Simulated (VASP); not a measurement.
# Li4SiN in VASP: a series of runs, part 2 of 3

VASP 6.6.1. The steps go on from the part before.

**3. Single point, PBE**

This run uses another cell than the first one, of 13.44 Å³/atom, 0.981 times its volume.

Input file INCAR:

```
SYSTEM = Li4SiN
ALGO = Normal
EDIFF = 1E-6
ENCUT = 520
GGA = PE
ISIF = 2
ISMEAR = 0
LASPH = .True.
LCHARG = .False.
LREAL = .False.
LWAVE = .False.
NBANDS = 20
NELM = 60
PREC = Accurate
SIGMA = 0.1
```

Input file KPOINTS:

```
k-points
0
Gamma
  4 4 6
  0 0 0
```

Input file POSCAR:

```
Li4SiN
1.0
    5.7411974162      0.0000000000      0.0000000000
    0.0000000000      5.7411974162      0.0000000000
    0.0000000000      0.0000000000      2.4462188562
Li Si N
4 1 1
Direct
    0.7038782299      0.7038782299      0.5000000000
    0.2961217701      0.2961217701      0.5000000000
    0.2961217701      0.7038782299      0.5000000000
    0.7038782299      0.2961217701      0.5000000000
    0.0000000000      0.0000000000      0.0000000000
    0.5000000000      0.5000000000      0.0000000000
```

Potentials or basis: VASP PAW PBE potentials, release 64 (Li_sv, Si, N).

The run is started by

```
$ cat potpaw_PBE.64/Li_sv/POTCAR potpaw_PBE.64/Si/POTCAR potpaw_PBE.64/N/POTCAR > POTCAR
$ mpirun -np 1 vasp_std > vasp.out
```

OUTCAR:

```text
SYSTEM = Li4SiN
   EDIFF = 1E-6
   ENCUT = 520
   GGA = PE
   ISIF = 2
   ISMEAR = 0
   LASPH = .True.
   LREAL = .False.
   NELM = 60
   PREC = Accurate

 ion  position               nearest neighbor table
   1  0.704  0.704  0.500-   6 2.06   6 2.06   3 2.34   4 2.34   5 2.70   5 2.70
   2  0.296  0.296  0.500-   6 2.06   6 2.06   3 2.34   4 2.34   5 2.70   5 2.70
   3  0.296  0.704  0.500-   6 2.06   6 2.06   1 2.34   2 2.34   5 2.70   5 2.70
   4  0.704  0.296  0.500-   6 2.06   6 2.06   1 2.34   2 2.34   5 2.70   5 2.70
   5  0.000  0.000  0.000-   1 2.70   2 2.70   3 2.70   4 2.70   1 2.70   2 2.70   3 2.70   4 2.70
[... 759 lines left out ...]
  -------------------------------------------------------------------------------------
  Total       -0.0041861     -0.0041861     -0.0071565      0.0000000      0.0000000     -0.0000000
  in kB       -0.0831795     -0.0831795     -0.1422035      0.0000000      0.0000000     -0.0000000
  external PRESSURE =      -0.1028542 kB  Pullay stress =       0.0000000 kB

 VOLUME and BASIS-vectors are now :
 -----------------------------------------------------------------------------
  energy-cutoff  :      520.00
  volume of cell :       80.63
      direct lattice vectors                 reciprocal lattice vectors
     5.741197416  0.000000000  0.000000000     0.174179692  0.000000000  0.000000000
     0.000000000  5.741197416  0.000000000     0.000000000  0.174179692  0.000000000
     0.000000000  0.000000000  2.446218856     0.000000000  0.000000000  0.408794167

 POSITION                                       TOTAL-FORCE (eV/Angst)
 -----------------------------------------------------------------------------------
      4.04110      4.04110      1.22311         0.006267      0.006267     -0.000000
      1.70009      1.70009      1.22311        -0.006267     -0.006267      0.000000
      1.70009      4.04110      1.22311        -0.006267      0.006267      0.000000
      4.04110      1.70009      1.22311         0.006267     -0.006267     -0.000000
      0.00000      0.00000      0.00000         0.000000      0.000000     -0.000000
      2.87060      2.87060      0.00000         0.000000      0.000000     -0.000000
 -----------------------------------------------------------------------------------
    total drift:                               -0.000000      0.000000     -0.000000

  FREE ENERGIE OF THE ION-ELECTRON SYSTEM (eV)
  ---------------------------------------------------
  free  energy   TOTEN  =       -22.0427474664 eV

  energy  without entropy=      -22.0222530674  energy(sigma->0) =      -22.03250027
```

Wall time 39 s (1 thread of Intel Xeon Platinum 8259CL at 2.50GHz (Skylake/Cascade Lake), shared host); peak memory 0.2 GiB.

Results:

* Free energy: -22.0427 eV
* Largest force: 0.009 eV/Å

Forces on the atoms (eV/Å):
```
Li   0.006  0.006  0.000
Li  -0.006 -0.006  0.000
Li  -0.006  0.006  0.000
Li   0.006 -0.006  0.000
Si   0.000  0.000  0.000
N    0.000  0.000  0.000
```

Caveat: the k points lie up to 0.43 Å⁻¹ apart; the cutoff is under 1.25 times the usual one of these potentials, so pressure, stress and relaxed cells hold a basis-set (Pulay) error.

**4. Relaxation of cell and atoms, PBE**

Input file INCAR:

```
SYSTEM = Li4SiN
  ALGO = Normal
  EDIFF = 1E-6
  EDIFFG = -0.04
  ENCUT = 600
  GGA = PE
  IBRION = 2
  ISIF = 3
  ISMEAR = 0
  LASPH = .TRUE.
  LCHARG = .FALSE.
  LREAL = .FALSE.
  LWAVE = .FALSE.
  NELM = 60
  NSW = 90
  PREC = Accurate
  SIGMA = 0.1
```

Input file KPOINTS:

```
k-points
0
G
  4 4 6
  0 0 0
```

Input file POSCAR:

```
Li4SiN
1.0
    5.7417731659      0.0000000000      0.0000000000
    0.0000000000      5.7417731659      0.0000000000
    0.0000000000      0.0000000000      2.4939330970
Li Si N
4 1 1
Direct
    0.6967965401      0.6967965401      0.5000000000
    0.3032034599      0.3032034599      0.5000000000
    0.3032034599      0.6967965401      0.5000000000
    0.6967965401      0.3032034599      0.5000000000
    0.0000000000      0.0000000000      0.0000000000
    0.5000000000      0.5000000000      0.0000000000
```

The run is started by

```
$ cat potpaw_PBE.64/Li_sv/POTCAR potpaw_PBE.64/Si/POTCAR potpaw_PBE.64/N/POTCAR > POTCAR
$ mpirun -np 1 vasp_std > vasp.out
```

Wall time 98 s (1 thread of Intel Xeon Platinum 8259CL at 2.50GHz (Skylake/Cascade Lake), shared host); peak memory 0.22 GiB.

The run converged. Its results:

```
Free energy                            : -22.0462 eV
Relaxed volume                         : 13.50 Å³/atom
Relaxed cell                           : a = 5.758 Å, b = 5.758 Å, c = 2.444 Å, α = 90.00°, β = 90.00°, γ = 90.00°
Space group after relaxing (to 0.05 Å) : P4/mmm (No. 123)
Energy gained by relaxing              : 7.1 meV/atom
Ionic steps                            : 5
Pressure after relaxing                : -0.3 GPa
Largest force after relaxing           : 0.011 eV/Å
```

Forces in eV/Å, atoms in the order of the input:
```
Li   0.008  0.008  0.000
Li  -0.008 -0.008  0.000
Li  -0.008  0.008  0.000
Li   0.008 -0.008  0.000
Si   0.000  0.000  0.000
N    0.000  0.000  0.000
```

Stress tensor (GPa, compression positive):
```
-0.43  0.00  0.00
 0.00 -0.43  0.00
 0.00  0.00 -0.04
```

Step by step:
```csv
step,energy change (eV),largest force (eV/Å),pressure (GPa),volume (Å³)
1,0.0000,0.3168,0.01,82.22
2,-0.0198,0.2271,-0.27,82.23
3,-0.0364,0.0471,-1.03,82.23
4,-0.0381,0.0106,-0.83,82.23
5,-0.0429,0.0112,-0.30,81.01
```

Final structure:
```yaml
crystal:
  lattice:
    - [5.75755, 0.00000, 0.00000]
    - [0.00000, 5.75755, 0.00000]
    - [0.00000, 0.00000, 2.44374]
  atoms:
    - { symbol: Li, position: [0.70373, 0.70373, 0.50000] }
    - { symbol: Li, position: [0.29627, 0.29627, 0.50000] }
    - { symbol: Li, position: [0.29627, 0.70373, 0.50000] }
    - { symbol: Li, position: [0.70373, 0.29627, 0.50000] }
    - { symbol: Si, position: [0.00000, 0.00000, 0.00000] }
    - { symbol: N, position: [0.50000, 0.50000, 0.00000] }
```

Levels at points of the mesh, in eV from the Fermi level:
```
           k point  band 6  band 7  band 8  band 9  band 10  band 11  band 12  band 13  band 14
(0.00, 0.00, 0.00)   -9.65   -3.08   -3.08   -2.61    -2.61    -0.78     0.60     1.82     4.31
(0.50, 0.00, 0.00)   -9.62   -3.49   -3.28   -2.97    -2.72     1.06     1.82     2.07     4.01
(0.50, 0.50, 0.00)   -9.58   -4.01   -4.01   -2.32    -2.32     1.82     2.97     3.53     3.53
(0.00, 0.00, 0.50)   -4.48   -3.97   -3.71   -1.88    -1.88     1.98     1.98     4.26     4.26
(0.50, 0.00, 0.50)   -4.44   -3.99   -3.85   -1.77    -1.46     0.88     1.47     3.33     4.31
(0.50, 0.50, 0.50)   -4.43   -3.96   -3.60   -2.05    -2.05     1.79     1.79     3.35     3.35
```

Caveat: the k points lie up to 0.43 Å⁻¹ apart in the final cell; the cutoff is under 1.25 times the usual one of these potentials, so pressure, stress and relaxed cells hold a basis-set (Pulay) error.

**5. Single point, PBE**

This run uses another cell than the first one, of 13.67 Å³/atom, 0.998 times its volume.

Input file INCAR:

```
ALGO     = Normal         # electronic algorithm
EDIFF    = 1E-7           # SCF threshold, eV
ENCUT    = 520            # plane-wave cutoff, eV
GGA      = PE             # functional
ISIF     = 2              # what is computed and relaxed
ISMEAR   = 0              # smearing method
LASPH    = T              # aspherical terms in the spheres
LCHARG   = F              # write CHGCAR
LREAL    = F              # projectors in reciprocal space
LWAVE    = F              # write WAVECAR
NBANDS   = 20             # bands
NELM     = 60             # most SCF steps
PREC     = Accurate       # precision mode
SIGMA    = 0.1            # smearing width, eV
```

Input file KPOINTS:

```
k-points
0
Gamma
  8 8 16
```

Input file POSCAR:

```
Li4SiN
1.0
    5.7055505725      0.0000000000      0.0000000000
    0.0000000000      5.7055505725      0.0000000000
    0.0000000000      0.0000000000      2.5197704829
Li Si N
4 1 1
Direct
    0.7019014552      0.7019014552      0.5000000000
    0.2980985448      0.2980985448      0.5000000000
    0.2980985448      0.7019014552      0.5000000000
    0.7019014552      0.2980985448      0.5000000000
    0.0000000000      0.0000000000      0.0000000000
    0.5000000000      0.5000000000      0.0000000000
```

The run is started by

```
$ cat potpaw_PBE.64/Li_sv/POTCAR potpaw_PBE.64/Si/POTCAR potpaw_PBE.64/N/POTCAR > POTCAR
$ mpirun -np 1 vasp_std > vasp.out
```

It took 3 min on 1 thread of Intel Xeon Platinum 8259CL at 2.50GHz (Skylake/Cascade Lake), shared host; peak memory 0.31 GiB.

The run converged. Its results:

```yaml
Free_energy: -22.3532 eV
Largest_force: 0.012 eV/Å
```

Forces on the atoms (eV/Å):
```
Li   0.009  0.009  0.000
Li  -0.009 -0.009  0.000
Li  -0.009  0.009  0.000
Li   0.009 -0.009  0.000
Si   0.000  0.000  0.000
N    0.000  0.000  0.000
```

Levels at points of the mesh, in eV from the Fermi level:
```tsv
k point	band 6	band 7	band 8	band 9	band 10	band 11	band 12	band 13	band 14	band 15
(0.00, 0.00, 0.00)	-9.37	-2.88	-2.88	-2.35	-2.35	-0.70	0.77	1.60	4.44	6.71
(0.50, 0.00, 0.00)	-9.33	-3.38	-3.03	-2.70	-2.55	1.25	1.60	2.27	4.20	4.84
(0.50, 0.50, 0.00)	-9.28	-3.89	-3.89	-2.01	-2.01	1.60	3.08	3.75	3.75	4.13
(0.00, 0.00, 0.50)	-4.14	-4.00	-3.73	-1.84	-1.84	1.82	1.82	4.22	4.22	4.53
(0.50, 0.00, 0.50)	-4.12	-4.09	-3.76	-1.71	-1.43	0.68	1.28	3.14	4.27	5.10
(0.50, 0.50, 0.50)	-4.09	-3.89	-3.73	-2.04	-2.04	1.66	1.66	3.15	3.15	4.56
```

Caveat: the cutoff is under 1.25 times the usual one of these potentials, so pressure, stress and relaxed cells hold a basis-set (Pulay) error.

**6. Single point, PBE, collinear spin, ferromagnetic start**

This run uses another cell than the first one, of 13.44 Å³/atom, 0.981 times its volume.

Input file INCAR:

```
SYSTEM = Li4SiN
  PREC = Accurate
  ENCUT = 520
  EDIFF = 1E-6
  ISMEAR = 0
  SIGMA = 0.1
  LREAL = .False.
  LASPH = .True.
  NELM = 150
  ALGO = Normal
  ISIF = 2
  LWAVE = .False.
  LCHARG = .True.
  ISPIN = 2
  MAGMOM = 0 0 0 0 0 1
  LORBIT = 11
  GGA = PE
  LELF = .True.
  LVHAR = .True.
  NBANDS = 24
```

Input file KPOINTS:

```
Automatic mesh
0
Gamma
  4 4 8
  0 0 0
```

Input file POSCAR:

```
Li4SiN
1.0
    5.7411974162      0.0000000000      0.0000000000
    0.0000000000      5.7411974162      0.0000000000
    0.0000000000      0.0000000000      2.4462188562
Li Si N
4 1 1
Direct
    0.7038782299      0.7038782299      0.5000000000
    0.2961217701      0.2961217701      0.5000000000
    0.2961217701      0.7038782299      0.5000000000
    0.7038782299      0.2961217701      0.5000000000
    0.0000000000      0.0000000000      0.0000000000
    0.5000000000      0.5000000000      0.0000000000
```

Potentials or basis: VASP PAW PBE potentials, release 64 (Li_sv, Si, N).

The run is started by

```
$ cat potpaw_PBE.64/Li_sv/POTCAR potpaw_PBE.64/Si/POTCAR potpaw_PBE.64/N/POTCAR > POTCAR
$ mpirun -np 1 vasp_std > vasp.out
```

It took 97 s on 1 thread of Intel Xeon Platinum 8259CL at 2.50GHz (Skylake/Cascade Lake), shared host; peak memory 0.26 GiB.

It converged, with:

```yaml
Free_energy: -22.2434 eV
Largest_force: 0.100 eV/Å
Net_moment: 0.00 μB per cell
Valence_electrons_inside_the_program's_atomic_spheres: Li 2.11; Si 1.66; N 3.58
```

Forces on the atoms (eV/Å):
```
Li   0.071  0.071  0.000
Li  -0.071 -0.071  0.000
Li  -0.071  0.071  0.000
Li   0.071 -0.071  0.000
Si   0.000  0.000  0.000
N    0.000  0.000  0.000
```

Levels at points of the mesh, in eV from the Fermi level:
Spin up:
```tsv
k point	band 6	band 7	band 8	band 9	band 10	band 11	band 12	band 13	band 14	band 15
(0.00, 0.00, 0.00)	-9.49	-3.26	-3.26	-2.63	-2.63	-0.95	0.52	1.54	4.26	6.32
(0.50, 0.00, 0.00)	-9.45	-3.53	-3.50	-3.20	-2.70	0.92	1.54	1.97	3.95	4.58
(0.50, 0.50, 0.00)	-9.40	-4.14	-4.14	-2.43	-2.43	1.54	2.88	3.44	3.44	3.75
(0.00, 0.00, 0.50)	-4.70	-3.75	-3.65	-2.11	-2.11	1.95	1.95	4.30	4.30	4.66
(0.50, 0.00, 0.50)	-4.68	-3.84	-3.75	-2.02	-1.65	0.80	1.43	3.28	4.35	5.19
(0.50, 0.50, 0.50)	-4.67	-3.72	-3.53	-2.28	-2.28	1.74	1.74	3.30	3.30	4.37
```
Spin down:
| k point | band 7 | band 8 | band 9 | band 10 | band 11 | band 12 | band 13 | band 14 |
| --- | --- | --- | --- | --- | --- | --- | --- | --- |
| (0.00, 0.00, 0.00) | -3.26 | -3.26 | -2.63 | -2.63 | -0.95 | 0.52 | 1.54 | 4.26 |
| (0.50, 0.00, 0.00) | -3.53 | -3.50 | -3.20 | -2.70 | 0.92 | 1.54 | 1.97 | 3.95 |
| (0.50, 0.50, 0.00) | -4.14 | -4.14 | -2.43 | -2.43 | 1.54 | 2.88 | 3.44 | 3.44 |
| (0.00, 0.00, 0.50) | -3.75 | -3.65 | -2.11 | -2.11 | 1.95 | 1.95 | 4.30 | 4.30 |
| (0.50, 0.00, 0.50) | -3.84 | -3.75 | -2.02 | -1.65 | 0.80 | 1.43 | 3.28 | 4.35 |
| (0.50, 0.50, 0.50) | -3.72 | -3.53 | -2.28 | -2.28 | 1.74 | 1.74 | 3.30 | 3.30 |

Caveat: the cutoff is under 1.25 times the usual one of these potentials, so pressure, stress and relaxed cells hold a basis-set (Pulay) error.

[end of part 2 of 3]
